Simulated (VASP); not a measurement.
Be:

```
CELL_PARAMETERS angstrom
0.00000 1.59500 1.59500
1.59500 0.00000 1.59500
1.59500 1.59500 0.00000
ATOMIC_POSITIONS crystal
Be 0.00000 0.00000 0.00000
```

This isn't the form of Be at room conditions, which is hcp.

```yaml
Program: VASP 6.6.1
Task: relaxation of cell and atoms
Functional: PBEsol
Potentials_or_basis: VASP PAW PBE potentials, release 64 (Be)
Cutoff: 600 eV
k_mesh: 23 × 23 × 23
Occupations: fermi-dirac, width 0.05 eV
Spin: no spin polarisation
```

At the start: pressure -4.3 GPa; volume 8.12 Å³/atom.

Question: Where does the relaxation end?

Answer: Over 3 steps the energy falls by 4.1 meV/atom and the volume is 7.82 Å³/atom (-3.7 %); space group Fm-3m (No. 225, to 0.1 Å) before and after.

Step by step:
```
step  energy change (eV)  largest force (eV/Å)  pressure (GPa)  volume (Å³)
   1              0.0000                0.0000           -4.28         8.12
   2             -0.0040                0.0000           -0.73         7.86
   3             -0.0041                0.0000           -0.02         7.82
```

Final structure:
```
Be
1.0
     0.00000    1.57519    1.57519
     1.57519    0.00000    1.57519
     1.57519    1.57519    0.00000
Be
1
Direct
  0.00000 0.00000 0.00000
```

Caveat: the PAW data sets were made with another functional, which shifts forces and pressure a little.
